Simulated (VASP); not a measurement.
**BeAg2: single point with PBE**

The system is BeAg2.

```
Be Ag
1.0
     0.00000    2.89104    2.89104
     2.89104    0.00000    2.89104
     2.89104    2.89104    0.00000
Be Ag
1 2
Direct
  0.00000 0.00000 0.00000
  0.25000 0.25000 0.25000
  0.75000 0.75000 0.75000
```

```
Program                : VASP 6.6.1
Task                   : single point
Functional             : PBE
Potentials or basis    : VASP PAW PBE potentials, release 64 (Be, Ag)
Cutoff                 : 520 eV
k mesh                 : 6 × 6 × 6
Occupations            : gaussian, width 0.1 eV
Spin                   : no spin polarisation
Dipole correction      : no
Further INCAR settings : ALGO = Normal; EDIFF = 1e-06; NBANDS = 19
```

| Item | Value |
| --- | --- |
| Pressure | -0.1 GPa |
| Band gap on the k mesh | zero (bands 12 and 13 overlap by 5.98 eV) |

Levels at points of the mesh, in eV from the Fermi level:
| k point | band 10 | band 11 | band 12 | band 13 | band 14 | band 15 |
| --- | --- | --- | --- | --- | --- | --- |
| (0.00, 0.00, 0.00) | -3.28 | -3.28 | 5.16 | 5.16 | 5.16 | 5.72 |
| (0.50, 0.00, 0.00) | -4.76 | -3.76 | -3.23 | 3.62 | 3.62 | 6.53 |
| (0.50, 0.50, 0.00) | -3.32 | -2.94 | -1.16 | -0.01 | -0.01 | 4.33 |

Run time: 11 s on 1 thread of Intel(R) Xeon(R) Platinum 8488C (Sapphire Rapids), with other jobs on the host, peak memory 0.17 GiB.
